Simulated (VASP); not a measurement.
FeO, 2 atoms in the cell. The structure is cubic, space group Fm-3m (No. 225). Conventional cell: a = 4.311 Å, b = 4.311 Å, c = 4.311 Å, α = 90.00°, β = 90.00°, γ = 90.00°. Within 2.9 Å of Fe (site symmetry m-3m) lie 6 O at 2.16 Å. O (site symmetry m-3m) has 6 Fe at 2.16 Å within 2.9 Å. 

| Property | Result |
| --- | --- |
| Program | VASP 6.6.1 |
| Task | single point |
| Functional | PBE |
| Potentials or basis | VASP PAW PBE potentials, release 64 (Fe_sv, O) |
| Cutoff | 600 eV |
| k mesh | 11 × 11 × 11 |
| Occupations | fermi-dirac, width 0.05 eV |
| Spin | collinear spin, ferromagnetic start |
| Starting moments | [3.0, 0.0] μB |
| Dipole correction | no |
| Second run | valence_matched |
| Further INCAR settings | ALGO = Normal; EDIFF = 1e-06; NBANDS = 22 |

Potentials or basis: VASP PAW PBE potentials, release 64 (Fe_sv, O).

Launch:

```bash
$ cat potpaw_PBE.64/Fe_sv/POTCAR potpaw_PBE.64/O/POTCAR > POTCAR
$ mpirun -np 1 vasp_std > vasp.out
```

Hardware: 1 thread of Intel(R) Xeon(R) Platinum 8488C (Sapphire Rapids), with other jobs on the host.

Q: Estimate the wall time of this run.

A: Run time: 29 s on 1 thread of Intel(R) Xeon(R) Platinum 8488C (Sapphire Rapids), with other jobs on the host, peak memory 0.17 GiB. Counts: scf iterations 14, k points 56.
